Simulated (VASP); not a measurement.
A run of VASP 6.6.1:

File INCAR:

```
  PREC = Accurate
  ENCUT = 500
  EDIFF = 1E-6
  ISMEAR = -1
  SIGMA = 0.1
  LREAL = False
  LASPH = True
  NELM = 200
  ALGO = Normal
  ISIF = 2
  LWAVE = False
  LCHARG = False
  ISPIN = 2
  MAGMOM = 0 0
  LORBIT = 11
  NUPDOWN = 0.0
  LMAXMIX = 4
  GGA = PS
  NBANDS = 23
  GGA_COMPAT = False
```

The input KPOINTS:

```
Automatic mesh
0
Gamma
  9 9 9
```

The input POSCAR:

```
MnAu
1.0
    3.2077580000      0.0000000000      0.0000000000
    0.0000000000      3.2077580000      0.0000000000
    0.0000000000      0.0000000000      3.2077580000
Mn Au
1 1
Direct
    0.5000000000      0.5000000000      0.5000000000
    0.0000000000      0.0000000000      0.0000000000
```

Potentials or basis: VASP PAW PBE potentials, release 64 (Mn_pv, Au).

Run with:

```console
$ cat potpaw_PBE.64/Mn_pv/POTCAR potpaw_PBE.64/Au/POTCAR > POTCAR
$ mpirun -np 1 vasp_std > vasp.out
```

Hardware: 1 thread of Intel Xeon 6975P-C (shared host).

Problem. Estimate the wall time of this run.

Solution. It took 18 s on 1 thread of Intel Xeon 6975P-C, on a shared host, peak memory 0.17 GiB. Counts: scf iterations 14, k points 35.
